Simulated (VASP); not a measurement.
Here is a VASP 6.6.1 calculation.

The input INCAR:

```
PREC = Accurate ; ENCUT = 520
EDIFF = 1E-6 ; ISMEAR = 0
SIGMA = 0.1 ; LREAL = False
LASPH = True ; NELM = 80
ALGO = Normal ; ISIF = 2
LWAVE = False ; LCHARG = False
GGA = PE ; NBANDS = 19
```

File KPOINTS:

```
regular mesh
0
Gamma
  18 18 8
```

The input POSCAR:

```
Zn
1.0
    2.6616383108      0.0000000000      0.0000000000
   -1.3308191554      2.3050463929      0.0000000000
    0.0000000000      0.0000000000      5.3001449030
Zn
2
Direct
    0.3333333333      0.6666666667      0.2500000000
    0.6666666667      0.3333333333      0.7500000000
```

Potentials or basis: VASP PAW PBE potentials, release 64 (Zn).

The run is started by

```console
$ cat potpaw_PBE.64/Zn/POTCAR > POTCAR
$ mpirun -np 1 vasp_std > vasp.out
```

Task: Estimate the pressure.

Result: -2.8 GPa.

Task: What does it give for the band gap on the k mesh?

Result: Zero (bands 12 and 13 overlap by 5.28 eV).

Stress tensor (GPa, compression positive):
```
-2.73  0.00  0.00
 0.00 -2.73  0.00
 0.00  0.00 -2.96
```
